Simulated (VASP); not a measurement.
Write the native input for VASP 6.6.1 that does the following.

```
Task                      : relaxation of the atoms
Functional                : LDA
Potentials or basis       : VASP PAW LDA potentials, release 64 (Ta_pv, F)
Cutoff                    : 520 eV
k mesh                    : 8 × 8 × 1
Occupations               : gaussian, width 0.1 eV
Spin                      : no spin polarisation
Dipole correction         : yes
Atoms held fixed (from 0) : [0, 1, 2, 3, 4]
Further INCAR settings    : ALGO = Fast; EDIFF = 1e-06; IBRION = 2; EDIFFG = -0.025; NSW = 36
```

The structure of Ta4F lies in POSCAR:

```
Ta4F
1.0
    3.2528501167      0.0000000000      0.0000000000
    0.0000000000      3.2528501167      0.0000000000
    0.0000000000      0.0000000000     20.2133955742
Ta F
4 1
Selective dynamics
Direct
    0.5000000000      0.5000000000      0.1978885727  F F F
    0.0000000000      0.0000000000      0.2783513061  F F F
    0.5000000000      0.5000000000      0.3580225065  F F F
    0.0000000000      0.0000000000      0.4310703534  F F F
    0.3750000000      0.3750000000      0.4865999034  F F T
```

One way to write it, as run:

INCAR

```
SYSTEM = Ta4F
PREC = Accurate
ENCUT = 520
EDIFF = 1E-6
ISMEAR = 0
SIGMA = 0.1
LREAL = .FALSE.
LASPH = .TRUE.
NELM = 80
ALGO = Fast
ISIF = 2
LWAVE = .FALSE.
LCHARG = .FALSE.
LDIPOL = .TRUE.
IDIPOL = 3
DIPOL = 0.5 0.5 0.350
IBRION = 2
NSW = 36
EDIFFG = -0.025
```

KPOINTS

```
Automatic mesh
0
G
  8 8 1
  0 0 0
```

Potentials or basis: VASP PAW LDA potentials, release 64 (Ta_pv, F).

Run with:

```bash
$ cat potpaw_LDA.64/Ta_pv/POTCAR potpaw_LDA.64/F/POTCAR > POTCAR
$ mpirun -np 1 vasp_std > vasp.out
```

Results of the run:

```
Energy gained by relaxing : 10.7 meV/atom
Ionic steps               : 3
Band gap on the k mesh    : zero (an odd number of electrons rules out a gap without spin polarisation)
```

Caveat: spin-orbit coupling is left out, which moves the levels of the heavy elements; an odd number of electrons without spin polarisation forces a metal; a magnetic or distorted state may lie lower.

It took 14 min on 1 thread of Oxide Virtual Turin-like Processor (shared host), peak memory 0.26 GiB.
